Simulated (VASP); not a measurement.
Input of a VASP 6.6.1 run:

The input INCAR:

```
SYSTEM = SnSe
PREC = Accurate ; ENCUT = 520
EDIFF = 1E-6 ; ISMEAR = -1
SIGMA = 0.05 ; LREAL = .False.
LASPH = .True. ; NELM = 100
ALGO = Normal ; ISIF = 2
LWAVE = .False. ; LCHARG = .False.
GGA = PS ; IVDW = 12
NBANDS = 17
```

The input KPOINTS:

```
Automatic mesh
0
Gamma
  8 8 8
  0 0 0
```

The input POSCAR:

```
SnSe
1.0
    0.0000000000      2.9360370671      2.9360370671
    2.9360370671      0.0000000000      2.9360370671
    2.9360370671      2.9360370671      0.0000000000
Sn Se
1 1
Direct
    0.0000000000      0.0000000000      0.0000000000
    0.5000000000      0.5000000000      0.5000000000
```

Potentials or basis: VASP PAW PBE potentials, release 64 (Sn_d, Se).

Command:

```bash
$ cat potpaw_PBE.64/Sn_d/POTCAR potpaw_PBE.64/Se/POTCAR > POTCAR
$ mpirun -np 1 vasp_std > vasp.out
```

Problem. What does it give for the band gap on the k mesh?

Solution. 0.74 eV, indirect (least direct gap 0.92 eV).

Problem. Estimate the pressure.

Solution. 0.0 GPa.

Problem. Estimate the dispersion energy per atom.

Solution. -0.355 eV.

Caveat: the PAW data sets were made with another functional, which shifts forces and pressure a little; spin-orbit coupling is left out, which moves the levels of the heavy elements. A k mesh can miss the band edges.
